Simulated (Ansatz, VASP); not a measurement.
This is a calculation of PbS for VASP 6.6.1.

The input INCAR:

```
SYSTEM = PbS
  PREC = Accurate
  ENCUT = 520
  EDIFF = 1E-6
  ISMEAR = -1
  SIGMA = 0.05
  LREAL = .FALSE.
  LASPH = .TRUE.
  NELM = 60
  ALGO = Normal
  ISIF = 2
  LWAVE = .FALSE.
  LCHARG = .TRUE.
  GGA = PE
  LELF = .TRUE.
  LVHAR = .TRUE.
  NBANDS = 28
```

KPOINTS

```
regular mesh
0
G
  6 6 3
  0 0 0
```

POSCAR

```
PbS
1.0
    2.9638342833     -2.9628738448      0.0000000000
    2.9638342833      2.9628738448      0.0000000000
   -1.0913042891      0.0000000000     11.0928866837
Pb S
2 2
Direct
    0.7736346200      0.7736346200      0.6277889900
    0.2263653800      0.2263653800      0.3722110100
    0.2704879500      0.2704879500      0.6102676200
    0.7295120500      0.7295120500      0.3897323800
```

Potentials or basis: VASP PAW PBE potentials, release 64 (Pb_d, S).

The run is started by

```bash
$ cat potpaw_PBE.64/Pb_d/POTCAR potpaw_PBE.64/S/POTCAR > POTCAR
$ mpirun -np 1 vasp_std > vasp.out
```

Problem. Set up the same calculation for Ansatz 0.2.0. Potentials there: Ansatz PAW.

Solution. As run (the cutoff follows the program's own potentials):

File input.yaml:

```yaml
crystal:
  lattice:
    - [2.9638342833, -2.9628738448, 0.0]
    - [2.9638342833, 2.9628738448, 0.0]
    - [-1.0913042891, 0.0, 11.0928866837]
  atoms:
    - { symbol: Pb, position: [0.77363462, 0.77363462, 0.62778899] }
    - { symbol: Pb, position: [0.22636538, 0.22636538, 0.37221101] }
    - { symbol: S, position: [0.27048795, 0.27048795, 0.61026762] }
    - { symbol: S, position: [0.72951205, 0.72951205, 0.38973238] }
hamiltonian:
  xc: pbe
  pseudopotentials: { kind: paw }
kpoints:
  mp_grid: { grid: [6, 6, 3] }
scf:
  occupations: { method: fermi_dirac, width: 0.05 }
output:
  forces: true
  stress: true
  eigenvalues: true
```

Potentials or basis: Ansatz PAW.

Run with:

```sh
$ ansatz run input.yaml --threads 2 --pin off --max-ram 5120MiB --backend cpu --events-out ev --progress --plain --runs-dir out
```

Both were run:

|  | VASP | Ansatz | Ansatz less VASP |
| --- | --- | --- | --- |
| gap on the k mesh at the Fermi level (eV) | 1.99 | 1.99 | -0.001 |
| least direct gap on the mesh (eV) | 2.08 | 2.08 | -0.001 |
| rms of the force components (eV/Å) | 0.163 | 0.164 | +0.0017 |

Atom by atom the forces differ by 0.003 eV/Å (rms over components). With one functional, cell and mesh, what is left measures potentials, basis and numerics.

Spin-orbit coupling is off throughout. Noted on Ansatz's run: odd divisions of the mesh miss points on the zone boundary, where band edges often lie, so the gap on the mesh can be too wide.
